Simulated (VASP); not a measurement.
A run of VASP 6.6.1:

Contents of INCAR:

```
SYSTEM = Si
PREC = Accurate
ENCUT = 520
EDIFF = 1E-7
ISMEAR = 0
SIGMA = 0.03
LREAL = .False.
LASPH = .True.
NELM = 60
ALGO = Normal
ISIF = 2
LWAVE = .False.
LCHARG = .True.
GGA = PS
LELF = .True.
LVHAR = .True.
NBANDS = 26
```

Contents of KPOINTS:

```
Automatic mesh
0
Gamma
  10 10 4
  0 0 0
```

The input POSCAR:

```
Si
1.0
    0.0000000000      0.0000000000      3.8373624245
    3.3221878745     -3.3221878745     -1.9186812122
    6.6443757490      6.6443757490      0.0000000000
Si
8
Direct
   -0.0055265469      0.0000000000      0.1787304307
    0.5055265469      0.0000000000      0.6787304307
    0.5055265469      0.0000000000      0.3212695693
   -0.0055265469      0.0000000000      0.8212695693
    0.7521595998      0.6425391386      0.0000000000
    0.3903795388      0.6425391386      0.5000000000
    0.1096204612      0.3574608614      0.0000000000
    0.7478404002      0.3574608614      0.5000000000
```

Potentials or basis: VASP PAW PBE potentials, release 64 (Si).

Command:

```console
$ cat potpaw_PBE.64/Si/POTCAR > POTCAR
$ mpirun -np 1 vasp_std > vasp.out
```

Hardware: 1 thread of AMD EPYC 9R45 96-Core Processor (Zen 5), on a shared host.

**Question.** Estimate the wall time of this run.

**Answer.** Run time: 2.9 min on 1 thread of AMD EPYC 9R45 96-Core Processor (Zen 5), on a shared host, peak memory 0.42 GiB. Counts: scf iterations 14, k points 93.
